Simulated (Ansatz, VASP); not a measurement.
One calculation of Al, two programs

Contents of INCAR:

```
SYSTEM = Al
PREC = Accurate
ENCUT = 520
EDIFF = 1E-6
ISMEAR = 0
SIGMA = 0.15
LREAL = .FALSE.
LASPH = .TRUE.
NELM = 60
ALGO = Fast
ISIF = 2
LWAVE = .FALSE.
LCHARG = .FALSE.
GGA = PS
NBANDS = 14
```

File KPOINTS:

```
Automatic mesh
0
G
  18 18 6
  0 0 0
```

Contents of POSCAR:

```
Al
1.0
    2.8362844918      0.0000000000      0.0000000000
   -1.4181422459      2.4562944222      0.0000000000
    0.0000000000      0.0000000000      9.3221494563
Al
4
Direct
    0.0000000000      0.0000000000      0.0429085590
    0.3333333333      0.6666666667      0.2500000000
    0.0000000000      0.0000000000      0.5000000000
    0.6666666667      0.3333333333      0.7500000000
```

Input for Ansatz:

```yaml
crystal:
  lattice:
    - [2.8362844918, 0.0, 0.0]
    - [-1.4181422459, 2.4562944222, 0.0]
    - [0.0, 0.0, 9.3221494563]
  atoms:
    - { symbol: Al, position: [0.0, 0.0, 0.042908559] }
    - { symbol: Al, position: [0.3333333333, 0.6666666667, 0.25] }
    - { symbol: Al, position: [0.0, 0.0, 0.5] }
    - { symbol: Al, position: [0.6666666667, 0.3333333333, 0.75] }
basis:
  ecutwfc: 420
kpoints:
  mp_grid: { grid: [18, 18, 6] }
hamiltonian:
  xc: pbesol
scf:
  occupations: { method: gaussian, width: 0.15 }
output:
  forces: true
  stress: true
  eigenvalues: true
```

Alike in both runs: task single point; functional PBEsol; k mesh 18 × 18 × 6; occupations gaussian, width 0.15 eV; no spin polarisation.

```csv
,VASP,Ansatz
version,VASP 6.6.1,Ansatz 0.2.0
potentials or method,"VASP PAW PBE potentials, release 64 (Al), cutoff 520 eV","scalar-relativistic, plane waves, PAW"
valence electrons in the cell,12,12
```

VASP gave:

* gap on the k mesh at the Fermi level (eV): none
* pressure (GPa): 3.6
* traceless stress, the component that is largest in VASP (GPa): 2.19
* rms of the force components (eV/Å): 0.911

**Question.** What did Ansatz give for the same quantities?

**Answer.** gap on the k mesh at the Fermi level (eV): none; pressure (GPa): 3.5; traceless stress, the component that is largest in VASP (GPa): 2.18; rms of the force components (eV/Å): 0.907.

VASP's potentials were made for PBE, not for PBEsol. Atom by atom the forces differ by 0.005 eV/Å (rms over components). A gap of «none» marks a metal or a gap that the smearing closes.
